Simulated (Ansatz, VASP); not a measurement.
**FeSi in VASP and in Ansatz**

```xyz
8
Lattice="4.4896 0.0000 0.0000 0.0000 4.4896 0.0000 0.0000 0.0000 4.4896" Properties=species:S:1:pos:R:3 pbc="T T T"
Fe    0.6014    0.6014    0.6014
Fe    1.6434    3.8882    2.8462
Fe    2.8462    1.6434    3.8882
Fe    3.8882    2.8462    1.6434
Si    3.7699    3.7699    3.7699
Si    2.9645    0.7197    1.5251
Si    1.5251    2.9645    0.7197
Si    0.7197    1.5251    2.9645
```

Alike in both runs: functional PBEsol; k mesh 8 × 8 × 8; occupations gaussian, width 0.01 eV; no spin polarisation.

Ansatz relaxed the structure, and its values are those at the end. VASP's run is a single point on that final structure, the one shown.

```csv
,VASP,Ansatz
version,VASP 6.6.1,Ansatz 0.2.0
potentials or method,"VASP PAW PBE potentials, release 64 (Fe, Si), cutoff 520 eV","scalar-relativistic, plane waves, PAW"
valence electrons in the cell,48,80
```

```tsv
	VASP	Ansatz	Ansatz less VASP
gap on the k mesh at the Fermi level (eV)	0.15	0.16	+0.006
least direct gap on the mesh (eV)	0.16	0.17	+0.005
pressure (GPa)	-11.6	-12.1	-0.51
rms of the force components (eV/Å)	0.018	0.001	-0.0169
```

VASP's potentials were made for PBE, not for PBEsol. VASP's potentials hold 48 valence electrons a cell and Ansatz's 80, so a difference there can come from the potentials and not from the codes. Ansatz's warnings: stress scf threshold loose.
